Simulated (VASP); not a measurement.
# WC (Fm-3m) in VASP: further runs

Runs on WC. Level: LDA. Tasks: single point.

Program: VASP 6.6.1. These are calculated values, not measurements. Logs are shortened: lines on timing, memory, paths and dates and some standing lists are left out, and cuts for length are marked.

**1. The cell of the first run**

Symmetry: Fm-3m, No. 225, cubic system. The conventional cell has a = 4.424 Å, b = 4.424 Å, c = 4.424 Å, α = 90.00°, β = 90.00°, γ = 90.00°. W (site symmetry m-3m) has 6 C at 2.21 Å within 2.9 Å. Within 2.9 Å of C (site symmetry m-3m) lie 6 W at 2.21 Å.

**2. Single point, LDA**

File INCAR:

```
  ALGO = Normal
  EDIFF = 1E-7
  ENCUT = 520
  ISIF = 2
  ISMEAR = 1
  LASPH = T
  LCHARG = F
  LREAL = F
  LWAVE = F
  NBANDS = 16
  NELM = 60
  PREC = Accurate
  SIGMA = 0.1
```

File KPOINTS:

```
k-points
0
Gamma
  11 11 11
```

File POSCAR:

```
WC
1.0
    0.0000000000      2.2120037972      2.2120037972
    2.2120037972      0.0000000000      2.2120037972
    2.2120037972      2.2120037972      0.0000000000
W C
1 1
Direct
    0.0000000000      0.0000000000      0.0000000000
    0.5000000000      0.5000000000      0.5000000000
```

Potentials or basis: VASP PAW LDA potentials, release 64 (W_sv, C).

The run is started by

```console
$ cat potpaw_LDA.64/W_sv/POTCAR potpaw_LDA.64/C/POTCAR > POTCAR
$ mpirun -np 1 vasp_std > vasp.out
```

OUTCAR:

```text
EDIFF = 1E-7
   ENCUT = 520
   ISIF = 2
   ISMEAR = 1
   LASPH = T
   LREAL = F
   NELM = 60
   PREC = Accurate

 ion  position               nearest neighbor table
   1  0.000  0.000  0.000-   2 2.21   2 2.21   2 2.21   2 2.21   2 2.21   2 2.21
   2  0.500  0.500  0.500-   1 2.21   1 2.21   1 2.21   1 2.21   1 2.21   1 2.21

  LATTYP: Found a face centered cubic cell.
 ALAT       =     4.4240075944

  Lattice vectors:

 A1 = (   0.0000000000,   2.2120037972,   2.2120037972)
 A2 = (   2.2120037972,   0.0000000000,   2.2120037972)
 A3 = (   2.2120037972,   2.2120037972,   0.0000000000)

Analysis of symmetry for initial positions (statically):
=====================================================================
 Subroutine PRICEL returns:
 Original cell was already a primitive cell.

 Routine SETGRP: Setting up the symmetry group for a
 face centered cubic supercell.

 Subroutine GETGRP returns: Found 48 space group operations
 (whereof 48 operations were pure point group operations)
 out of a pool of 48 trial point group operations.

The static configuration has the point symmetry O_h .

Analysis of symmetry for dynamics (positions and initial velocities):
=====================================================================
 Subroutine PRICEL returns:
 Original cell was already a primitive cell.

 Routine SETGRP: Setting up the symmetry group for a
 face centered cubic supercell.

 Subroutine GETGRP returns: Found 48 space group operations
 (whereof 48 operations were pure point group operations)
 out of a pool of 48 trial point group operations.

The dynamic configuration has the point symmetry O_h .

 Subroutine INISYM returns: Found 48 space group operations
 (whereof 48 operations are pure point group operations),
 and found     1 'primitive' translations

----------------------------------------------------------------------------------------

                                     Primitive cell

  volume of cell :      21.6465

  direct lattice vectors                    reciprocal lattice vectors
     0.000000000  2.212003797  2.212003797    -0.226039395  0.226039395  0.226039395
     2.212003797  0.000000000  2.212003797     0.226039395 -0.226039395  0.226039395
     2.212003797  2.212003797  0.000000000     0.226039395  0.226039395 -0.226039395

  length of vectors
     3.128245770  3.128245770  3.128245770     0.391511717  0.391511717  0.391511717

  position of ions in fractional coordinates (direct lattice)
     0.000000000  0.000000000  0.000000000
     0.500000000  0.500000000  0.500000000

  ion indices of the primitive-cell ions
   primitive index   ion index
                 1           1
                 2           2

----------------------------------------------------------------------------------------

 KPOINTS: k-points

Automatic generation of k-mesh.
 Grid dimensions read from file:
 generate k-points for:   11   11   11

 Generating k-lattice:

  Cartesian coordinates                     Fractional coordinates (reciprocal lattice)
    -0.020549036  0.020549036  0.020549036     0.090909091  0.000000000  0.000000000
     0.020549036 -0.020549036  0.020549036     0.000000000  0.090909091  0.000000000
     0.020549036  0.020549036 -0.020549036     0.000000000  0.000000000  0.090909091

  Length of vectors
     0.035591974  0.035591974  0.035591974

  Shift w.r.t. Gamma in fractional coordinates (k-lattice)
     0.000000000  0.000000000  0.000000000

 Subroutine IBZKPT returns following result:
 ===========================================

 Found     56 irreducible k-points:

 Following reciprocal coordinates:
            Coordinates               Weight
  0.000000  0.000000  0.000000      1.000000
  0.090909  0.000000  0.000000      8.000000
  0.181818  0.000000  0.000000      8.000000
  0.272727  0.000000  0.000000      8.000000
  0.363636  0.000000  0.000000      8.000000
  0.454545  0.000000  0.000000      8.000000
[... 16 lines left out ...]
 -0.272727  0.181818  0.000000     24.000000
 -0.181818  0.181818  0.000000     12.000000
 [... further k-points ...]
   k-points           NKPTS =     56   k-points in BZ     NKDIM =     56   number of bands    NBANDS=     16
   number of dos      NEDOS =    301   number of ions     NIONS =      2
   total plane-waves  NPLWV =  13824
   dimension x,y,z NGX =    24 NGY =   24 NGZ =   24
   dimension x,y,z NGXF=    48 NGYF=   48 NGZF=   48
   ions per type =               1   1
   NGX,Y,Z   is equivalent  to a cutoff of  12.75, 12.75, 12.75 a.u.
   NGXF,Y,Z  is equivalent  to a cutoff of  25.51, 25.51, 25.51 a.u.
 SYSTEM =  unknown system
   PREC   = accura    normal or accurate (medium, high low for compatibility)
   ISTART =      0    job   : 0-new  1-cont  2-samecut
   ICHARG =      2    charge: 1-file 2-atom 10-const
   ISPIN  =      1    spin polarized calculation?
   LNONCOLLINEAR =      F non collinear calculations
   LSORBIT =      F    spin-orbit coupling
   LASPH  =      T    aspherical Exc in radial PAW
   ENCUT  =  520.0 eV  38.22 Ry    6.18 a.u.   5.82  5.82  5.82*2*pi/ulx,y,z
   NELM   =     60;   NELMIN=  2; NELMDL= -5     # of ELM steps
   EDIFF  = 0.1E-06   stopping-criterion for ELM
   LREAL  =      F    real-space projection
   EDIFFG = 0.1E-05   stopping-criterion for IOM
   NSW    =      0    number of steps for IOM
   IBRION =     -1    ionic relax: 0-MD 1-quasi-New 2-CG
   NFREE  =      0    steps in history (QN), initial steepest desc. (CG)
   ISIF   =      2    stress and relaxation
   ISYM   =      2    0-nonsym 1-usesym 2-fastsym
   POTIM  = 0.5000    time-step for ionic-motion
   TEBEG  =    0.0;   TEEND  =   0.0 temperature during run
   PSTRESS=    0.0 pullay stress
   NELECT =      18.0000    total number of electrons
   NUPDOWN=      -1.0000    fix difference up-down
   EMIN   =  10.00;   EMAX   =-10.00  energy-range for DOS
   EFERMI =   0.00;   METHOD = LEGACY
   ISMEAR =     1;   SIGMA  =   0.10  broadening in eV -4-tet -1-fermi 0-gaus
   EFERMI_NEDOS =   21; number of points for ismear=-14 and -15
   IALGO  =     38    algorithm
   IMIX   =      4    mixing-type and parameters
     AMIX     =   0.40;   BMIX     =  1.00
     AMIX_MAG =   1.60;   BMIX_MAG =  1.00
  volume/ion in A,a.u.               =      10.82        73.04
  Fermi-wavevector in a.u.,A,eV,Ry     =   1.539465  2.909167 32.245158  2.369952
  Thomas-Fermi vector in A             =   2.645689
   LORBIT       =      0    0 simple, 1 ext, 2 COOP (PROOUT), +10 PAW based schemes
   GGA     = CA    functional components
   LHFCALC =     F    Hartree Fock is set to
   AEXX    =    0.0000 exact exchange contribution
   IVDW    =     0    specifies the selected vdW correction
   LEPSILON=     F    determine dielectric tensor
   LRPA    =     F    only Hartree local field effects (RPA)
 non-spin polarized calculation
 Methfessel and Paxton  Order N= 1 SIGMA  =   0.10
  energy-cutoff  :      520.00
  volume of cell :       21.65
 maximum number of plane-waves:       595
   NGX = 11   NGY = 11   NGZ = 11

 number of electron      18.0000003 magnetization

 Free energy of the ion-electron system (eV)
  ---------------------------------------------------
  ext. energy  EPLUGINS =         0.00000000
  ---------------------------------------------------
  free energy    TOTEN  =       -23.69656738 eV

  energy without entropy =      -23.69686450  energy(sigma->0) =      -23.69666642

 E-fermi :  11.8722     XC(G=0): -13.7508

 val. band max:       11.8621048809   @ k =  -0.2727   0.4545   0.1818
 cond. band min:      11.8820155349   @ k =   0.4545   0.0909   0.0000
 fundamental gap:      0.0199106539
 Fermi energy:        11.8721923903

 k-point     1 :       0.0000    0.0000    0.0000
  band No.  band energies     occupation
      1     -63.0975      2.00000
      2     -27.3505      2.00000
      3     -27.3505      2.00000
      4     -27.3505      2.00000
      5      -3.5034      2.00000
      6       9.2159      2.00000
[... 8 lines left out ...]
     15      21.6418      0.00000
     16      34.7688      0.00000

 k-point     2 :       0.0909    0.0000    0.0000
  band No.  band energies     occupation
      1     -63.0949      2.00000
      2     -27.3951      2.00000
      3     -27.3554      2.00000
      4     -27.3554      2.00000
      5      -3.2788      2.00000
      6       8.4752      2.00000
[... 8 lines left out ...]
     15      22.1574      0.00000
     16      32.4530      0.00000

 k-point     3 :       0.1818    0.0000    0.0000
  band No.  band energies     occupation
      1     -63.0878      2.00000
      2     -27.5130      2.00000
      3     -27.3684      2.00000
      4     -27.3684      2.00000
      5      -2.6363      2.00000
      6       7.0468      2.00000
[... 8 lines left out ...]
     15      23.3574      0.00000
     16      29.6668      0.00000

 k-point     4 :       0.2727    0.0000    0.0000
  band No.  band energies     occupation
      1     -63.0785      2.00000
      2     -27.6639      2.00000
      3     -27.3854      2.00000
      4     -27.3854      2.00000
      5      -1.6624      2.00000
      6       5.4937      2.00000
[... 8 lines left out ...]
     15      24.0579      0.00000
     16      27.9864      0.00000

 k-point     5 :       0.3636    0.0000    0.0000
  band No.  band energies     occupation
      1     -63.0700      2.00000
      2     -27.7995      2.00000
      3     -27.4009      2.00000
      4     -27.4009      2.00000
      5      -0.4818      2.00000
      6       3.9920      2.00000
[... 8 lines left out ...]
     15      24.6021      0.00000
     16      25.4784      0.00000

 k-point     6 :       0.4545    0.0000    0.0000
  band No.  band energies     occupation
      1     -63.0648      2.00000
      2     -27.8786      2.00000
      3     -27.4101      2.00000
      4     -27.4101      2.00000
      5       0.7009      2.00000
      6       2.6806      2.00000
[... 8 lines left out ...]
     15      23.8315      0.00000
     16      23.8315      0.00000

 k-point     7 :       0.0909    0.0909    0.0000
  band No.  band energies     occupation
      1     -63.0940      2.00000
      2     -27.3920      2.00000
      3     -27.3660      2.00000
      4     -27.3660      2.00000
      5      -3.2088      2.00000
      6       8.2399      2.00000
[... 8 lines left out ...]
     15      22.3339      0.00000
     16      32.3806      0.00000

 k-point     8 :       0.1818    0.0909    0.0000
  band No.  band energies     occupation
      1     -63.0884      2.00000
      2     -27.4796      2.00000
      3     -27.3838      2.00000
      4     -27.3744      2.00000
      5      -2.7214      2.00000
      6       6.9297      2.00000
[... 8 lines left out ...]
     15      23.3517      0.00000
     16      29.6825      0.00000

 k-point     9 :       0.2727    0.0909    0.0000
  band No.  band energies     occupation
      1     -63.0798      2.00000
      2     -27.6164      2.00000
      3     -27.4031      2.00000
      4     -27.3893      2.00000
      5      -1.8885      2.00000
      6       5.6473      2.00000
[... 8 lines left out ...]
     15      24.2097      0.00000
     16      27.5360      0.00000
[... 172 lines left out ...]
 k-point    19 :       0.3636    0.1818    0.0000
  band No.  band energies     occupation
      1     -63.0694      2.00000
      2     -27.7107      2.00000
      3     -27.4544      2.00000
      4     -27.4484      2.00000
      5      -1.0611      2.00000
      6       4.5837      2.00000
[... 8 lines left out ...]
     15      23.5542      0.00000
     16      26.3300      0.00000

 k-point    20 :       0.4545    0.1818    0.0000
  band No.  band energies     occupation
      1     -63.0629      2.00000
      2     -27.7982      2.00000
      3     -27.4880      2.00000
      4     -27.4531      2.00000
      5      -0.2479      2.00000
      6       3.8939      2.00000
[... 8 lines left out ...]
     15      22.7801      0.00000
     16      25.6491      0.00000

 k-point    21 :      -0.4545    0.1818    0.0000
  band No.  band energies     occupation
      1     -63.0600      2.00000
      2     -27.8331      2.00000
      3     -27.5174      2.00000
      4     -27.4441      2.00000
      5       0.3323      2.00000
      6       3.3310      2.00000
[... 8 lines left out ...]
     15      23.3785      0.00000
     16      25.1125      0.00000

 k-point    22 :      -0.3636    0.1818    0.0000
  band No.  band energies     occupation
      1     -63.0617      2.00000
      2     -27.8079      2.00000
      3     -27.5305      2.00000
      4     -27.4241      2.00000
      5       0.2288      2.00000
      6       3.3927      2.00000
[... 8 lines left out ...]
     15      24.0658      0.00000
     16      24.5390      0.00000

 k-point    23 :      -0.2727    0.1818    0.0000
  band No.  band energies     occupation
      1     -63.0674      2.00000
      2     -27.7358      2.00000
      3     -27.5172      2.00000
      4     -27.3994      2.00000
      5      -0.5243      2.00000
      6       4.1583      2.00000
[... 8 lines left out ...]
     15      24.3265      0.00000
     16      24.6688      0.00000

 k-point    24 :      -0.1818    0.1818    0.0000
  band No.  band energies     occupation
      1     -63.0753      2.00000
      2     -27.6472      2.00000
      3     -27.4729      2.00000
      4     -27.3778      2.00000
      5      -1.4266      2.00000
      6       5.2289      2.00000
[... 8 lines left out ...]
     15      24.5190      0.00000
     16      25.2397      0.00000

 [... further k-points ...]

------------------------ aborting loop because EDIFF is reached ----------------------------------------

  FORCE on cell =-STRESS in cart. coord.  units (eV):
  Direction    XX          YY          ZZ          XY          YZ          ZX
  --------------------------------------------------------------------------------------
  -------------------------------------------------------------------------------------
  Total       -3.0111717     -3.0111717     -3.0111717      0.0000000     -0.0000000      0.0000000
  in kB     -222.8735321   -222.8735321   -222.8735321      0.0000000     -0.0000000      0.0000000
  external PRESSURE =    -222.8735321 kB  Pullay stress =       0.0000000 kB

 VOLUME and BASIS-vectors are now :
 -----------------------------------------------------------------------------
  energy-cutoff  :      520.00
  volume of cell :       21.65
      direct lattice vectors                 reciprocal lattice vectors
     0.000000000  2.212003797  2.212003797    -0.226039395  0.226039395  0.226039395
     2.212003797  0.000000000  2.212003797     0.226039395 -0.226039395  0.226039395
     2.212003797  2.212003797  0.000000000     0.226039395  0.226039395 -0.226039395

 POSITION                                       TOTAL-FORCE (eV/Angst)
 -----------------------------------------------------------------------------------
      0.00000      0.00000      0.00000         0.000000      0.000000      0.000000
      2.21200      2.21200      2.21200         0.000000     -0.000000     -0.000000
 -----------------------------------------------------------------------------------
    total drift:                                0.000000     -0.000000     -0.000000

  FREE ENERGIE OF THE ION-ELECTRON SYSTEM (eV)
  ---------------------------------------------------
  free  energy   TOTEN  =       -23.6965673833 eV

  energy  without entropy=      -23.6968645019  energy(sigma->0) =      -23.69666642
```

Run time: 6 s. Hardware: 1 thread of Intel Xeon 6975P-C (Granite Rapids), shared host; peak memory 0.14 GiB.

What came out:

| Property | Result |
| --- | --- |
| Free energy | -23.6966 eV |
| Pressure | -22.3 GPa |
| Band gap on the k mesh | zero (band 9 reaches 12.74 eV, above the bottom of band 10 at 9.81 eV) |

Levels at points of the mesh, in eV from the Fermi level:
| k point | band 7 | band 8 | band 9 | band 10 | band 11 | band 12 |
| --- | --- | --- | --- | --- | --- | --- |
| (0.00, 0.00, 0.00) | -2.66 | -2.66 | -0.96 | -0.96 | -0.96 | -0.95 |

Caveat: spin-orbit coupling is left out, which moves the levels of the heavy elements.

**3. Single point, LDA**

This run uses another cell than the first one, of 11.10 Å³/atom, 1.026 times its volume.

File INCAR:

```
SYSTEM = WC
  PREC = Accurate
  ENCUT = 520
  EDIFF = 1E-6
  ISMEAR = 1
  SIGMA = 0.1
  LREAL = .FALSE.
  LASPH = .TRUE.
  NELM = 100
  ALGO = Normal
  ISIF = 2
  LWAVE = .FALSE.
  LCHARG = .FALSE.
  GGA = CA
  NBANDS = 16
```

File KPOINTS:

```
Automatic mesh
0
G
  11 11 11
  0 0 0
```

File POSCAR:

```
WC
1.0
    0.0000000000      2.2309918830      2.2309918830
    2.2309918830      0.0000000000      2.2309918830
    2.2309918830      2.2309918830      0.0000000000
W C
1 1
Direct
    0.0000000000      0.0000000000      0.0000000000
    0.5000000000      0.5000000000      0.5000000000
```

Potentials or basis: VASP PAW LDA potentials, release 64 (W_sv, C).

The run is started by

```console
$ cat potpaw_LDA.64/W_sv/POTCAR potpaw_LDA.64/C/POTCAR > POTCAR
$ mpirun -np 1 vasp_std > vasp.out
```

Run time: 5.9 s. Hardware: 1 thread of Intel Xeon 6975P-C (Granite Rapids), shared host; peak memory 0.14 GiB.

It converged, with:

```
Free energy            : -23.6056 eV
Pressure               : -29.6 GPa
Band gap on the k mesh : zero (band 9 reaches 12.31 eV, above the bottom of band 10 at 9.49 eV)
```

Levels at points of the mesh, in eV from the Fermi level:
| k point | band 5 | band 6 | band 7 | band 8 | band 9 | band 10 | band 11 | band 12 | band 13 | band 14 |
| --- | --- | --- | --- | --- | --- | --- | --- | --- | --- | --- |
| (0.00, 0.00, 0.00) | -15.15 | -2.56 | -2.56 | -2.56 | -0.93 | -0.93 | -0.91 | -0.91 | -0.91 | 6.10 |

Caveat: spin-orbit coupling is left out, which moves the levels of the heavy elements.

**4. Single point, LDA**

This run uses another cell than the first one, of 11.39 Å³/atom, 1.052 times its volume.

File INCAR:

```
PREC = Accurate
ENCUT = 520
EDIFF = 1E-7
ISMEAR = 1
SIGMA = 0.1
LREAL = F
LASPH = T
NELM = 100
ALGO = Normal
ISIF = 2
LWAVE = F
LCHARG = F
NBANDS = 16
```

File KPOINTS:

```
regular mesh
0
Gamma
  11 11 11
```

File POSCAR:

```
WC
1.0
    0.0000000000      2.2496621392      2.2496621392
    2.2496621392      0.0000000000      2.2496621392
    2.2496621392      2.2496621392      0.0000000000
W C
1 1
Direct
    0.0000000000      0.0000000000      0.0000000000
    0.5000000000      0.5000000000      0.5000000000
```

The run is started by

```console
$ cat potpaw_LDA.64/W_sv/POTCAR potpaw_LDA.64/C/POTCAR > POTCAR
$ mpirun -np 1 vasp_std > vasp.out
```

Run time: 5.9 s. Hardware: 1 thread of Intel Xeon 6975P-C (Granite Rapids), shared host; peak memory 0.14 GiB.

It converged, with:

```
Free energy            : -23.4908 eV
Pressure               : -35.9 GPa
Band gap on the k mesh : zero (band 9 reaches 11.89 eV, above the bottom of band 10 at 9.19 eV)
```

Levels at points of the mesh, in eV from the Fermi level:
| k point | band 6 | band 7 | band 8 | band 9 | band 10 | band 11 | band 12 | band 13 |
| --- | --- | --- | --- | --- | --- | --- | --- | --- |
| (0.00, 0.00, 0.00) | -2.47 | -2.47 | -2.47 | -0.90 | -0.90 | -0.86 | -0.86 | -0.86 |

Caveat: spin-orbit coupling is left out, which moves the levels of the heavy elements.

**5. Summary**

```csv
cell,gap on the mesh (eV),pressure (GPa)
"a = 3.128 Å, angles 60.0°, 2 atoms",none,-22.3
"a = 3.155 Å, angles 60.0°, 2 atoms",none,-29.6
"a = 3.182 Å, angles 60.0°, 2 atoms",none,-35.9
```

Alike in all rows: task single point; level LDA; potentials or basis VASP PAW LDA potentials, release 64 (W_sv, C); no spin polarisation; k mesh 11 × 11 × 11; cutoff (eV) 520; smearing methfessel-paxton 0.1 eV.

Caveats: spin-orbit coupling is left out, which moves the levels of the heavy elements.

Total energies depend on the potentials used, so only differences within one code and one set of settings carry meaning.
